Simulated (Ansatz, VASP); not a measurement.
## One calculation of Ru, two programs

File POSCAR:

```
Ru
1.0
    2.6695815467      0.0000000000      0.0000000000
   -1.3347907733      2.3119254369      0.0000000000
    0.0000000000      0.0000000000      4.1976639817
Ru
2
Direct
    0.3333333333      0.6666666667      0.2500000000
    0.6666666667      0.3333333333      0.7500000000
```

File INCAR.step1:

```
SYSTEM = Ru
ALGO     = Normal         ! electronic algorithm
EDIFF    = 1E-5           ! SCF threshold, eV
ENCUT    = 550            ! plane-wave cutoff, eV
GGA      = PE             ! functional
GGA_COMPAT= .False.      
ISMEAR   = -1             ! smearing method
ISPIN    = 2              ! spin polarisation
LASPH    = .True.         ! aspherical terms in the spheres
LCHARG   = .False.        ! write CHGCAR
LMAXMIX  = 4              ! l up to which the mixer works
LREAL    = .False.        ! projectors in reciprocal space
LWAVE    = .True.         ! write WAVECAR
MAGMOM   = 1 1            ! initial moments
NBANDS   = 25             ! bands
NELM     = 200            ! most SCF steps
PREC     = Accurate       ! precision mode
SIGMA    = 0.05           ! smearing width, eV
```

Contents of INCAR.step2:

```
SYSTEM = Ru
ALGO     = Normal         ! electronic algorithm
EDIFF    = 1E-6           ! SCF threshold, eV
ENCUT    = 550            ! plane-wave cutoff, eV
GGA_COMPAT= .False.      
ISIF     = 2              ! what is computed and relaxed
ISMEAR   = -1             ! smearing method
ISPIN    = 2              ! spin polarisation
ISTART   = 1            
LASPH    = .True.         ! aspherical terms in the spheres
LCHARG   = .False.        ! write CHGCAR
LMAXMIX  = 4              ! l up to which the mixer works
LMIXTAU  = .True.       
LORBIT   = 11             ! projections on sites
LREAL    = .False.        ! projectors in reciprocal space
LWAVE    = .False.        ! write WAVECAR
MAGMOM   = 1 1            ! initial moments
METAGGA  = R2SCAN         ! meta-GGA
NBANDS   = 25             ! bands
NELM     = 200            ! most SCF steps
PREC     = Accurate       ! precision mode
SIGMA    = 0.05           ! smearing width, eV
```

Contents of KPOINTS:

```
k-points
0
Gamma
  22 22 12
  0 0 0
```

Input for Ansatz:

```yaml
crystal:
  lattice:
    - [2.6695815467, 0.0, 0.0]
    - [-1.3347907733, 2.3119254369, 0.0]
    - [0.0, 0.0, 4.1976639817]
  atoms:
    - { symbol: Ru, position: [0.3333333333, 0.6666666667, 0.25], spin: 1.0 }
    - { symbol: Ru, position: [0.6666666667, 0.3333333333, 0.75], spin: 1.0 }
hamiltonian:
  xc: r2scan
  pseudopotentials:
    kind: paw
    azcp:
      Ru: "pseudopotentials/Ru.paw.azcp"
basis:
  ecutwfc: 500
  fft_grid_basis: typed
kpoints:
  mp_grid: { grid: [22, 22, 12], shift: [0, 0, 0] }
magnetization:
  spin_polarized: true
scf:
  occupations: { method: fermi_dirac, width: 0.05 }
output:
  stress: true
```

Alike in both runs: task single point; functional r2SCAN; k mesh 22 × 22 × 12; occupations fermi-dirac, width 0.05 eV; collinear spin.

```csv
,VASP,Ansatz
version,VASP 6.6.1,Ansatz 0.2.0
potentials or method,"VASP PAW PBE potentials, release 64 (Ru_pv), cutoff 550 eV","plane waves (500 eV) with PAW, scalar-relativistic"
valence electrons in the cell,28,32
```

|  | VASP | Ansatz | Ansatz less VASP |
| --- | --- | --- | --- |
| pressure (GPa) | 17.1 | 15.2 | -1.87 |
| traceless stress, the component that is largest in VASP (GPa) | 1.74 | 1.60 | -0.132 |
| net moment per atom (μB) | 0.00 | 0.00 | 0.000 |

VASP's potentials were made for PBE, not for r2SCAN. The functional is the same, so the differences come from potentials, cutoffs and numerics. VASP's potentials hold 28 valence electrons a cell and Ansatz's 32, so a difference there can come from the potentials and not from the codes. Ansatz's warnings: seeded moment not kept, stability check not made.
